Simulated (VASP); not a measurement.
Set up this calculation in VASP 6.6.1, as the native input.

```
Task                   : single point
Functional             : PBEsol
Dispersion             : D3(BJ)
Potentials or basis    : VASP PAW PBE potentials, release 64 (C)
Cutoff                 : 520 eV
k mesh                 : 16 × 16 × 16
Occupations            : gaussian, width 0.03 eV
Spin                   : no spin polarisation
Dipole correction      : no
Further INCAR settings : ALGO = Normal; EDIFF = 1e-06; NBANDS = 11
```

The structure of C lies in POSCAR:

```
C
1.0
    0.0000000000      2.0696277651      3.2332036561
    1.1956910189      0.0000000000      3.2332036561
    1.1956910189      2.0696277651      0.0000000000
C
2
Direct
    0.1549584640      0.8450415360      0.1549584640
    0.8450415360      0.1549584640      0.8450415360
```

This cell differs from its parent crystal: atoms shifted along a free coordinate.

These files were run (other wordings do the same):

INCAR

```
PREC = Accurate
ENCUT = 520
EDIFF = 1E-6
ISMEAR = 0
SIGMA = 0.03
LREAL = F
LASPH = T
NELM = 80
ALGO = Normal
ISIF = 2
LWAVE = F
LCHARG = F
GGA = PS
IVDW = 12
NBANDS = 11
```

KPOINTS

```
Automatic mesh
0
Gamma
  16 16 16
```

Potentials or basis: VASP PAW PBE potentials, release 64 (C).

Command:

```bash
$ cat potpaw_PBE.64/C/POTCAR > POTCAR
$ mpirun -np 1 vasp_std > vasp.out
```

Results of the run:

| Quantity | Value |
| --- | --- |
| Pressure | 36.0 GPa |
| Largest force | 7.419 eV/Å |
| Band gap on the k mesh | zero (bands 4 and 5 overlap by 0.55 eV) |
| Dispersion energy per atom | -0.112 eV |

Caveat: the cell differs from its parent crystal (atoms shifted along a free coordinate); the stress differs along the axes, from 1 to 76 GPa; the PAW data sets were made with another functional, which shifts forces and pressure a little.

Run time: 72 s on 1 thread of AMD EPYC 9R45 (Zen 5), with other jobs on the host, peak memory 0.18 GiB.
